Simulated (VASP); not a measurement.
Crystal: BeS.

```xyz
2
Lattice="0.0000 2.4343 2.4343 2.4343 0.0000 2.4343 2.4343 2.4343 0.0000" Properties=species:S:1:pos:R:3 pbc="T T T"
Be    0.0000    0.0000    0.0000
S     1.2172    1.2172    1.2172
```

Program: VASP 6.6.1. Alike in all runs: task single point; potentials or basis VASP PAW PBE potentials, release 64 (Be, S); no spin polarisation; cell as given.

**Question.** Order these runs on this cell by their band gap on the k mesh, lowest first.
A. level PBE-based screened hybrid with 35 % exact exchange; k mesh 4 × 4 × 4; cutoff (eV) 520; smearing gaussian 0.01 eV; grid for exact exchange (PRECFOCK) Normal; share of exact exchange 0.35; screening parameter 0.2078 1/Å
B. level PBEsol; k mesh 6 × 6 × 6; cutoff (eV) 600; smearing methfessel-paxton 0.001 eV
C. level PBE-based global hybrid with 75 % exact exchange; k mesh 4 × 4 × 4; cutoff (eV) 520; smearing gaussian 0.01 eV; grid for exact exchange (PRECFOCK) Normal; share of exact exchange 0.75

**Answer.** B (2.95 eV), A (4.48 eV), C (8.40 eV).

Caveats: some runs use coarse meshes.

A k mesh can miss the band edges.
